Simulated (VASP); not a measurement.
A run of VASP 6.6.1:

The input INCAR:

```
PREC = Accurate
ENCUT = 520
EDIFF = 1E-6
ISMEAR = -1
SIGMA = 0.05
LREAL = False
LASPH = True
NELM = 100
ALGO = Normal
ISIF = 2
LWAVE = False
LCHARG = False
GGA = PE
NBANDS = 26
```

The input KPOINTS:

```
Automatic mesh
0
Gamma
  5 5 5
```

File POSCAR:

```
Rb3Pt
1.0
    5.3865382987      0.0000000000      0.0000000000
    0.0000000000      5.3865382987      0.0000000000
    0.0000000000      0.0000000000      5.3865382987
Pt Rb
1 3
Direct
    0.5000000000      0.5000000000      0.5000000000
    0.5000000000      0.0000000000      0.0000000000
    0.0000000000      0.5000000000      0.0000000000
    0.0000000000      0.0000000000      0.5000000000
```

Potentials or basis: VASP PAW PBE potentials, release 64 (Pt, Rb_sv).

The run is started by

```bash
$ cat potpaw_PBE.64/Pt/POTCAR potpaw_PBE.64/Rb_sv/POTCAR > POTCAR
$ mpirun -np 1 vasp_std > vasp.out
```

Hardware: 1 thread of Intel(R) Xeon(R) 6975P-C (Granite Rapids), on a shared host.

Estimate the wall time of this run.

Wall time 16 s on 1 thread of Intel(R) Xeon(R) 6975P-C (Granite Rapids), with other jobs on the host, peak memory 0.25 GiB. Counts: scf iterations 13, k points 10.
